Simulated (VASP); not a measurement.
Set up this calculation in VASP 6.6.1, as the native input.

* Task: single point
* Functional: PBE
* Potentials or basis: VASP PAW PBE potentials, release 64 (Na_pv, Al, O)
* Cutoff: 520 eV
* k mesh: 6 × 6 × 6
* Occupations: gaussian, width 0.1 eV
* Spin: collinear spin, ferromagnetic start
* Starting moments: [0.0, 0.0, 0.0, 0.0, 0.0, 1.0] μB
* Dipole correction: no
* Further INCAR settings: ALGO = Normal; EDIFF = 1e-06; NBANDS = 32

The structure of Na4AlO lies in POSCAR:

```
Na4AlO
1.0
   -1.7428342857      1.8642308144     11.8223549455
    1.7428342857     -1.8642308144     11.8223549455
    1.7428342857      1.8642308144    -11.8223549455
Na Al O
4 1 1
Direct
    0.5754243565      0.0754243565      0.5000000000
    0.4245756435      0.9245756435      0.5000000000
    0.1899706567      0.6899706567      0.5000000000
    0.8100293433      0.3100293433      0.5000000000
    0.0000000000      0.5000000000      0.5000000000
    0.5000000000      0.5000000000      0.0000000000
```

The cell was generated, and may not be a known phase.

These files were run (other wordings do the same):

INCAR

```
PREC = Accurate
ENCUT = 520
EDIFF = 1E-6
ISMEAR = 0
SIGMA = 0.1
LREAL = False
LASPH = True
NELM = 150
ALGO = Normal
ISIF = 2
LWAVE = False
LCHARG = False
ISPIN = 2
MAGMOM = 0 0 0 0 0 1
LORBIT = 11
GGA = PE
NBANDS = 32
```

KPOINTS

```
regular mesh
0
Gamma
  6 6 6
```

Potentials or basis: VASP PAW PBE potentials, release 64 (Na_pv, Al, O).

The run is started by

```console
$ cat potpaw_PBE.64/Na_pv/POTCAR potpaw_PBE.64/Al/POTCAR potpaw_PBE.64/O/POTCAR > POTCAR
$ mpirun -np 1 vasp_std > vasp.out
```

Results of the run:

```
Pressure                                              : 0.1 GPa
Largest force                                         : 0.030 eV/Å
Net moment                                            : 0.00 μB per cell
Valence electrons inside the program's atomic spheres : Na 6.06, 6.07 (each value once); Al 0.72; O 5.04
```

It took 58 min on 1 thread of AMD EPYC 9R45 96-Core Processor (Zen 5), on a shared host, peak memory 1.9 GiB.
